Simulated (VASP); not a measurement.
# SiMo5: single point with PBE

Crystal: SiMo5.

```xyz
6
Lattice="2.5640 1.4803 4.1527 -2.5640 1.4803 4.1527 0.0000 -2.9606 4.1527" Properties=species:S:1:pos:R:3 pbc="T T T"
Si    0.0000    0.0000    6.2290
Mo    0.0000    1.4803    4.1527
Mo    1.2820   -0.7402    4.1527
Mo   -1.2820   -0.7402    4.1527
Mo    0.0000    0.0000   10.9416
Mo    0.0000    0.0000    1.5164
```

```json
{
 "Program": "VASP 6.6.1",
 "Task": "single point",
 "Functional": "PBE",
 "Potentials or basis": "VASP PAW PBE potentials, release 64 (Si, Mo_sv)",
 "Cutoff": "500 eV",
 "k mesh": "4 × 4 × 4",
 "Occupations": "gaussian, width 0.2 eV",
 "Spin": "no spin polarisation",
 "Dipole correction": "no",
 "Further INCAR settings": "ALGO = Normal; EDIFF = 1e-06; NBANDS = 46"
}
```

| Property | Result |
| --- | --- |
| Pressure | 0.3 GPa |
| Largest force | 0.010 eV/Å |
| Band gap on the k mesh | zero (band 37 reaches 12.46 eV, above the bottom of band 38 at 11.43 eV) |

Forces on the atoms (eV/Å):
```
Si   0.000  0.000  0.000
Mo   0.000  0.000  0.000
Mo   0.000  0.000  0.000
Mo   0.000  0.000  0.000
Mo   0.000  0.000  0.010
Mo   0.000  0.000 -0.010
```

Stress tensor (GPa, compression positive):
```
0.32 0.00 0.00
0.00 0.32 0.00
0.00 0.00 0.24
```

Levels at points of the mesh, in eV from the Fermi level:
| k point | band 34 | band 35 | band 36 | band 37 | band 38 | band 39 | band 40 | band 41 |
| --- | --- | --- | --- | --- | --- | --- | --- | --- |
| (0.00, 0.00, 0.00) | -1.50 | -1.50 | -0.23 | 0.03 | 0.24 | 0.24 | 1.12 | 1.12 |
| (0.50, 0.00, 0.00) | -1.44 | -0.63 | -0.49 | -0.47 | -0.32 | -0.15 | 0.14 | 0.37 |
| (0.50, 0.50, 0.00) | -1.71 | -1.14 | -1.00 | 0.15 | 0.27 | 0.64 | 0.90 | 1.15 |
| (0.50, 0.50, 0.50) | -0.66 | -0.28 | -0.28 | 0.71 | 0.71 | 0.92 | 1.33 | 1.56 |

It took 64 s on 1 thread of AMD EPYC 9R45 (Zen 5), on a shared host, peak memory 0.21 GiB.

Caveat: the k points lie up to 0.38 Å⁻¹ apart.
